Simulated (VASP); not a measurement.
The system is C.

```xyz
12
Lattice="2.5221 0.0000 0.0000 -1.2611 2.1842 0.0000 0.0000 0.0000 12.3557" Properties=species:S:1:pos:R:3 pbc="T T T"
C     1.2611    0.7281    4.3760
C     0.0000    1.4561   10.5539
C     1.2611    0.7281    1.8018
C     0.0000    1.4561    7.9797
C     1.2611    0.7281    5.9205
C     0.0000    1.4561   12.0983
C     1.2611    0.7281    0.2574
C     0.0000    1.4561    6.4352
C     0.0000    0.0000   10.0390
C     0.0000    0.0000    3.8612
C     0.0000    0.0000    8.4945
C     0.0000    0.0000    2.3167
```

| Quantity | Value |
| --- | --- |
| Program | VASP 6.6.1 |
| Task | relaxation of cell and atoms |
| Functional | revPBE |
| Potentials or basis | VASP PAW PBE potentials, release 64 (C) |
| Cutoff | 600 eV |
| k mesh | 12 × 12 × 3 |
| Occupations | fermi-dirac, width 0.05 eV |
| Spin | no spin polarisation |

At the start: pressure 6.6 GPa; volume 5.67 Å³/atom.

Where does the relaxation end?

Over 8 steps the energy falls by 3.2 meV/atom and the volume is 5.76 Å³/atom (+1.5 %); space group P6_3/mmc (No. 194, to 0.1 Å) before and after.

The path:
```tsv
step	energy change (eV)	largest force (eV/Å)	pressure (GPa)	volume (Å³)
1	0.0000	0.3310	6.55	68.06
2	0.0087	0.3169	-7.37	70.37
3	-0.0377	0.0857	-0.26	69.14
4	-0.0377	0.0836	-0.13	69.11
5	-0.0371	0.1518	0.06	69.08
6	-0.0382	0.0297	-0.06	69.10
7	-0.0383	0.0149	0.06	69.08
8	-0.0383	0.0020	0.02	69.09
```

Final structure:
```xyz
12
Lattice="2.5292 0.0000 0.0000 -1.2646 2.1903 0.0000 0.0000 0.0000 12.4712" Properties=species:S:1:pos:R:3 pbc="T T T"
C     1.2646    0.7301    4.4260
C     0.0000    1.4602   10.6615
C     1.2646    0.7301    1.8096
C     0.0000    1.4602    8.0452
C     1.2646    0.7301    5.9766
C     0.0000    1.4602   12.2122
C     1.2646    0.7301    0.2590
C     0.0000    1.4602    6.4946
C     0.0000    0.0000   10.1407
C     0.0000    0.0000    3.9051
C     2.5292    0.0000    8.5661
C     0.0000    0.0000    2.3305
```

Caveat: the PAW data sets were made with another functional, which shifts forces and pressure a little.
